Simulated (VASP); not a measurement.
# Mo (Im-3m) in VASP: further runs

Mo is run at these levels: r2SCAN; tasks: single point.

Everything below comes from runs of VASP 6.6.1. Logs are shortened: lines on timing, memory, paths and dates and some standing lists are left out, and cuts for length are marked.

### 1 The cell of the first run

It takes space group Im-3m (No. 229, cubic). The conventional cell has a = 3.048 Å, b = 3.048 Å, c = 3.048 Å, α = 90.00°, β = 90.00°, γ = 90.00°. Within 3.5 Å of Mo (site symmetry m-3m) lie 14 Mo at 2.64 to 3.05 Å.

### 2 Single point, r2SCAN (strain -0.030 along x and y, -0.030 along z)

Input file POSCAR:

```
Mo
1.0
   -1.5238700000      1.5238700000      1.5238700000
    1.5238700000     -1.5238700000      1.5238700000
    1.5238700000      1.5238700000     -1.5238700000
Mo
1
Direct
    0.0000000000      0.0000000000      0.0000000000
```

Input file INCAR.step1:

```
SYSTEM = Mo
  PREC = Accurate
  ENCUT = 520
  ISMEAR = 0
  SIGMA = 0.15
  LREAL = .FALSE.
  LASPH = .TRUE.
  NELM = 100
  NBANDS = 13
  GGA = PE
  ALGO = Normal
  EDIFF = 1E-4
  LWAVE = .TRUE.
  LCHARG = .FALSE.
```

Input file INCAR.step2:

```
SYSTEM = Mo
  PREC = Accurate
  ENCUT = 520
  EDIFF = 1E-6
  ISMEAR = 0
  SIGMA = 0.15
  LREAL = .FALSE.
  LASPH = .TRUE.
  NELM = 100
  ALGO = Normal
  ISIF = 2
  LWAVE = .FALSE.
  LCHARG = .TRUE.
  METAGGA = R2SCAN
  LMIXTAU = .TRUE.
  LELF = .TRUE.
  LVHAR = .TRUE.
  NBANDS = 13
  ISTART = 1
```

Input file KPOINTS:

```
Automatic mesh
0
G
  22 22 22
  0 0 0
```

Potentials or basis: VASP PAW PBE potentials, release 64 (Mo_sv).

Run with:

```bash
cat potpaw_PBE.64/Mo_sv/POTCAR > POTCAR
cp INCAR.step1 INCAR
mpirun -np 1 vasp_std > vasp.out
cp INCAR.step2 INCAR
mpirun -np 1 vasp_std > vasp.out
```

OUTCAR:

```text
SYSTEM = Mo
   PREC = Accurate
   ENCUT = 520
   EDIFF = 1E-6
   ISMEAR = 0
   LREAL = .FALSE.
   LASPH = .TRUE.
   NELM = 100
   ISIF = 2
   METAGGA = R2SCAN
   ISTART = 1

 ion  position               nearest neighbor table
   1  0.000  0.000  0.000-

  LATTYP: Found a body centered cubic cell.
 ALAT       =     3.0477400000

  Lattice vectors:

 A1 = (  -1.5238700000,   1.5238700000,   1.5238700000)
 A2 = (   1.5238700000,  -1.5238700000,   1.5238700000)
 A3 = (   1.5238700000,   1.5238700000,  -1.5238700000)

Analysis of symmetry for initial positions (statically):
=====================================================================
 Subroutine PRICEL returns:
 Original cell was already a primitive cell.

 Routine SETGRP: Setting up the symmetry group for a
 body centered cubic supercell.

 Subroutine GETGRP returns: Found 48 space group operations
 (whereof 48 operations were pure point group operations)
 out of a pool of 48 trial point group operations.

The static configuration has the point symmetry O_h .

Analysis of symmetry for dynamics (positions and initial velocities):
=====================================================================
 Subroutine PRICEL returns:
 Original cell was already a primitive cell.

 Routine SETGRP: Setting up the symmetry group for a
 body centered cubic supercell.

 Subroutine GETGRP returns: Found 48 space group operations
 (whereof 48 operations were pure point group operations)
 out of a pool of 48 trial point group operations.

The dynamic configuration has the point symmetry O_h .

 Subroutine INISYM returns: Found 48 space group operations
 (whereof 48 operations are pure point group operations),
 and found     1 'primitive' translations

----------------------------------------------------------------------------------------

                                     Primitive cell

  volume of cell :      14.1548

  direct lattice vectors                    reciprocal lattice vectors
    -1.523870000  1.523870000  1.523870000     0.000000000  0.328111978  0.328111978
     1.523870000 -1.523870000  1.523870000     0.328111978  0.000000000  0.328111978
     1.523870000  1.523870000 -1.523870000     0.328111978  0.328111978  0.000000000

  length of vectors
     2.639420264  2.639420264  2.639420264     0.464020409  0.464020409  0.464020409

  position of ions in fractional coordinates (direct lattice)
     0.000000000  0.000000000  0.000000000

  ion indices of the primitive-cell ions
   primitive index   ion index
                 1           1

----------------------------------------------------------------------------------------

 KPOINTS: Automatic mesh

Automatic generation of k-mesh.
 Grid dimensions read from file:
 generate k-points for:   22   22   22

 Generating k-lattice:

  Cartesian coordinates                     Fractional coordinates (reciprocal lattice)
     0.000000000  0.014914181  0.014914181     0.045454545  0.000000000  0.000000000
     0.014914181  0.000000000  0.014914181     0.000000000  0.045454545  0.000000000
     0.014914181  0.014914181  0.000000000     0.000000000  0.000000000  0.045454545

  Length of vectors
     0.021091837  0.021091837  0.021091837

  Shift w.r.t. Gamma in fractional coordinates (k-lattice)
     0.000000000  0.000000000  0.000000000

 Subroutine IBZKPT returns following result:
 ===========================================

 Found    328 irreducible k-points:

 Following reciprocal coordinates:
            Coordinates               Weight
  0.000000  0.000000  0.000000      1.000000
  0.045455  0.000000  0.000000     12.000000
  0.090909  0.000000  0.000000     12.000000
  0.136364  0.000000  0.000000     12.000000
  0.181818  0.000000  0.000000     12.000000
  0.227273  0.000000  0.000000     12.000000
[... 16 lines left out ...]
  0.090909  0.090909  0.000000     24.000000
  0.136364  0.090909  0.000000     48.000000
 [... further k-points ...]
   k-points           NKPTS =    328   k-points in BZ     NKDIM =    328   number of bands    NBANDS=     13
   number of dos      NEDOS =    301   number of ions     NIONS =      1
   total plane-waves  NPLWV =   8000
   dimension x,y,z NGX =    20 NGY =   20 NGZ =   20
   dimension x,y,z NGXF=    40 NGYF=   40 NGZF=   40
   ions per type =               1
   NGX,Y,Z   is equivalent  to a cutoff of  12.60, 12.60, 12.60 a.u.
   NGXF,Y,Z  is equivalent  to a cutoff of  25.19, 25.19, 25.19 a.u.
 SYSTEM =  Mo
   PREC   = accura    normal or accurate (medium, high low for compatibility)
   ISTART =      1    job   : 0-new  1-cont  2-samecut
   ICHARG =      0    charge: 1-file 2-atom 10-const
   ISPIN  =      1    spin polarized calculation?
   LNONCOLLINEAR =      F non collinear calculations
   LSORBIT =      F    spin-orbit coupling
   LASPH  =      T    aspherical Exc in radial PAW
   ENCUT  =  520.0 eV  38.22 Ry    6.18 a.u.   4.91  4.91  4.91*2*pi/ulx,y,z
   NELM   =    100;   NELMIN=  2; NELMDL=  0     # of ELM steps
   EDIFF  = 0.1E-05   stopping-criterion for ELM
   LREAL  =      F    real-space projection
   EDIFFG = 0.1E-04   stopping-criterion for IOM
   NSW    =      0    number of steps for IOM
   IBRION =     -1    ionic relax: 0-MD 1-quasi-New 2-CG
   NFREE  =      0    steps in history (QN), initial steepest desc. (CG)
   ISIF   =      2    stress and relaxation
   ISYM   =      2    0-nonsym 1-usesym 2-fastsym
   POTIM  = 0.5000    time-step for ionic-motion
   TEBEG  =    0.0;   TEEND  =   0.0 temperature during run
   PSTRESS=    0.0 pullay stress
   NELECT =      14.0000    total number of electrons
   NUPDOWN=      -1.0000    fix difference up-down
   EMIN   =  10.00;   EMAX   =-10.00  energy-range for DOS
   EFERMI =   0.00;   METHOD = LEGACY
   ISMEAR =     0;   SIGMA  =   0.15  broadening in eV -4-tet -1-fermi 0-gaus
   EFERMI_NEDOS =   21; number of points for ismear=-14 and -15
   IALGO  =     38    algorithm
   IMIX   =      4    mixing-type and parameters
     AMIX     =   0.40;   BMIX     =  1.00
     AMIX_MAG =   1.60;   BMIX_MAG =  1.00
  volume/ion in A,a.u.               =      14.15        95.52
  Fermi-wavevector in a.u.,A,eV,Ry     =   1.631109  3.082349 36.198516  2.660516
  Thomas-Fermi vector in A             =   2.723299
   LORBIT       =      0    0 simple, 1 ext, 2 COOP (PROOUT), +10 PAW based schemes
   METAGGA = R2SCAN    functional components
   LHFCALC =     F    Hartree Fock is set to
   AEXX    =    0.0000 exact exchange contribution
   IVDW    =     0    specifies the selected vdW correction
   LEPSILON=     F    determine dielectric tensor
   LRPA    =     F    only Hartree local field effects (RPA)
 non-spin polarized calculation
 Gauss-broadening in eV      SIGMA  =   0.15
  energy-cutoff  :      520.00
  volume of cell :       14.15
 maximum number of plane-waves:       394
   NGX =  9   NGY =  9   NGZ =  9

 number of electron      14.0000002 magnetization

 Free energy of the ion-electron system (eV)
  ---------------------------------------------------
  ext. energy  EPLUGINS =         0.00000000
  ---------------------------------------------------
  free energy    TOTEN  =       -25.92605745 eV

  energy without entropy =      -25.91997476  energy(sigma->0) =      -25.92301611

 E-fermi :  14.2401     XC(G=0): -15.2767

 val. band max:       14.2333449537   @ k =  -0.3182   0.3182   0.2727
 cond. band min:      14.2408552796   @ k =  -0.2273   0.2727   0.0909
 fundamental gap:      0.0075103259
 Fermi energy:        14.2401006682

 k-point     1 :       0.0000    0.0000    0.0000
  band No.  band energies     occupation
      1     -49.0437      2.00000
      2     -21.2277      2.00000
      3     -21.2277      2.00000
      4     -21.2277      2.00000
      5       6.2816      2.00000
      6      12.5908      2.00000
      7      12.5909      2.00000
      8      12.5909      2.00000
      9      16.3039      0.00000
     10      16.3039      0.00000
     11      29.8377      0.00000
     12      29.8377      0.00000
     13      29.8377      0.00000

 k-point     2 :       0.0455    0.0000    0.0000
  band No.  band energies     occupation
      1     -49.0353      2.00000
      2     -21.2728      2.00000
      3     -21.2411      2.00000
      4     -21.2281      2.00000
      5       6.3904      2.00000
      6      12.5258      2.00000
      7      12.5799      2.00000
      8      12.6936      2.00000
      9      16.1993      0.00000
     10      16.3034      0.00000
     11      29.9265      0.00000
     12      30.0211      0.00000
     13      30.0818      0.00000

 k-point     3 :       0.0909    0.0000    0.0000
  band No.  band energies     occupation
      1     -49.0105      2.00000
      2     -21.4034      2.00000
      3     -21.2803      2.00000
      4     -21.2294      2.00000
      5       6.7044      2.00000
      6      12.3411      2.00000
      7      12.5376      2.00000
      8      12.9987      2.00000
      9      15.9463      0.00000
     10      16.3056      0.00000
     11      30.1635      0.00000
     12      30.5598      0.00000
     13      30.7368      0.00000
[... 305 lines left out ...]
 k-point    23 :       0.0909    0.0909    0.0000
  band No.  band energies     occupation
      1     -48.9488      2.00000
      2     -21.7173      2.00000
      3     -21.3403      2.00000
      4     -21.2715      2.00000
      5       7.4593      2.00000
      6      12.0391      2.00000
      7      12.1822      2.00000
      8      13.8863      1.99915
      9      15.4679      0.00000
     10      16.4416      0.00000
     11      30.7615      0.00000
     12      31.6727      0.00000
     13      31.9723      0.00000

 k-point    24 :       0.1364    0.0909    0.0000
  band No.  band energies     occupation
      1     -48.8998      2.00000
      2     -21.9496      2.00000
      3     -21.4145      2.00000
      4     -21.2856      2.00000
      5       8.0101      2.00000
      6      11.7500      2.00000
      7      11.9954      2.00000
      8      14.6206      0.00033
      9      15.2972      0.00000
     10      16.5643      0.00000
     11      31.0734      0.00000
     12      32.1287      0.00000
     13      32.7367      0.00000

 [... further k-points ...]
[... 5 lines left out ...]
  --------------------------------------------------------------------------------------
  -------------------------------------------------------------------------------------
  Total        3.0771038      3.0771038      3.0771038      0.0000000      0.0000000     -0.0000000
  in kB      348.2963927    348.2963927    348.2963927      0.0000000      0.0000000     -0.0000000
  external PRESSURE =     348.2963927 kB  Pullay stress =       0.0000000 kB

 VOLUME and BASIS-vectors are now :
 -----------------------------------------------------------------------------
  energy-cutoff  :      520.00
  volume of cell :       14.15
      direct lattice vectors                 reciprocal lattice vectors
    -1.523870000  1.523870000  1.523870000     0.000000000  0.328111978  0.328111978
     1.523870000 -1.523870000  1.523870000     0.328111978  0.000000000  0.328111978
     1.523870000  1.523870000 -1.523870000     0.328111978  0.328111978  0.000000000

 POSITION                                       TOTAL-FORCE (eV/Angst)
 -----------------------------------------------------------------------------------
      0.00000      0.00000      0.00000        -0.000000      0.000000      0.000000
 -----------------------------------------------------------------------------------
    total drift:                                0.000000     -0.000000     -0.000000

  FREE ENERGIE OF THE ION-ELECTRON SYSTEM (eV)
  ---------------------------------------------------
  free  energy   TOTEN  =       -25.9260574550 eV

  energy  without entropy=      -25.9199747568  energy(sigma->0) =      -25.92301611
```

It took 2.2 min on 1 thread of Intel Xeon Platinum 8559C (Emerald Rapids), shared host; peak memory 0.17 GiB.

What came out:

| Item | Value |
| --- | --- |
| Free energy | -25.9261 eV |
| Pressure | 34.8 GPa |
| Band gap on the k mesh | zero (band 7 reaches 18.98 eV, above the bottom of band 8 at 12.59 eV) |

Levels at points of the mesh, in eV from the Fermi level:
```csv
k point,band 4,band 5,band 6,band 7,band 8,band 9,band 10,band 11
"(0.00, 0.00, 0.00)",-35.47,-7.96,-1.65,-1.65,-1.65,2.06,2.06,15.60
"(0.50, 0.00, 0.00)",-35.49,-6.26,-4.12,2.04,2.12,2.90,5.68,12.68
"(0.50, 0.50, 0.50)",-36.85,-6.53,-6.53,4.74,4.74,4.74,10.33,10.33
```

Caveat: the cell differs from its parent crystal (strain -0.030 along x and y, -0.030 along z); the PAW data sets were made with another functional, which shifts forces and pressure a little.

(Continued in part 2 of 2.)
